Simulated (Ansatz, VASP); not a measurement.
# Two plane-wave programs on TaAgS2

The input INCAR:

```
  PREC = Accurate
  ENCUT = 600
  EDIFF = 1E-7
  ISMEAR = 0
  SIGMA = 0.1
  LREAL = F
  LASPH = T
  NELM = 100
  ALGO = Normal
  ISIF = 3
  LWAVE = F
  LCHARG = F
  GGA = PE
  IBRION = 2
  NSW = 100
  EDIFFG = -0.01
```

Contents of KPOINTS:

```
regular mesh
0
Gamma
  14 14 6
```

The input POSCAR:

```
TaAgS2
1.0
    3.3477756566      0.0000000000      0.0000000000
    0.0000000000      3.3477756566      0.0000000000
    0.0000000000      0.0000000000      7.4427294423
Ta Ag S
1 1 2
Direct
    0.0000000000      0.0000000000      0.0000000000
    0.5000000000      0.5000000000      0.5000000000
    0.5000000000      0.0000000000      0.7719240387
    0.0000000000      0.5000000000      0.2280759613
```

Input for Ansatz:

```yaml
crystal:
  lattice:
    - [3.3477756566, 0.0, 0.0]
    - [0.0, 3.3477756566, 0.0]
    - [0.0, 0.0, 7.4427294423]
  atoms:
    - { symbol: Ta, position: [0.0, 0.0, 0.0] }
    - { symbol: Ag, position: [0.5, 0.5, 0.5] }
    - { symbol: S, position: [0.5, 0.0, 0.7719240387] }
    - { symbol: S, position: [0.0, 0.5, 0.2280759613] }
basis:
  ecutwfc: 420
kpoints:
  mp_grid: { grid: [14, 14, 6] }
hamiltonian:
  xc: pbe
scf:
  occupations: { method: gaussian, width: 0.1 }
output:
  forces: true
  stress: true
  eigenvalues: true
  write_density: true
  write_potential: true
  elf: true
  volumetric_format: npy
relax:
  adjacent_minimum: "off"
  f_tol: 0.01
  max_steps: 80
  cell: { stress_tol: 0.05 }
```

Change from the starting cell: ordered mixture with vacancies on the cation sites of antifluorite (P-4m2, No. 115).

Alike in both runs: task relaxation of cell and atoms; functional PBE; k mesh 14 × 14 × 6; occupations gaussian, width 0.1 eV; no spin polarisation.

|  | VASP | Ansatz |
| --- | --- | --- |
| version | VASP 6.6.1 | Ansatz 0.2.0 |
| potentials or method | VASP PAW PBE potentials, release 64 (Ta_pv, Ag, S), cutoff 600 eV | scalar-relativistic, plane waves, PAW |
| valence electrons in the cell | 34 | 44 |

Ansatz gave:

| Item | Value |
| --- | --- |
| gap on the k mesh at the Fermi level, each at its own relaxed structure (eV) | none |
| relaxed volume (Å³/atom) | 20.93 |
| relaxed cell length with the largest relative difference (Å) | 3.359 |

Task: What did VASP give for the same quantities?

Result: gap on the k mesh at the Fermi level, each at its own relaxed structure (eV): none; relaxed volume (Å³/atom): 20.90; relaxed cell length with the largest relative difference (Å): 3.355.

A gap of «none» marks a metal or a gap that the smearing closes. VASP's potentials hold 34 valence electrons a cell and Ansatz's 44, so a difference there can come from the potentials and not from the codes.

Neither program's run includes spin-orbit coupling.
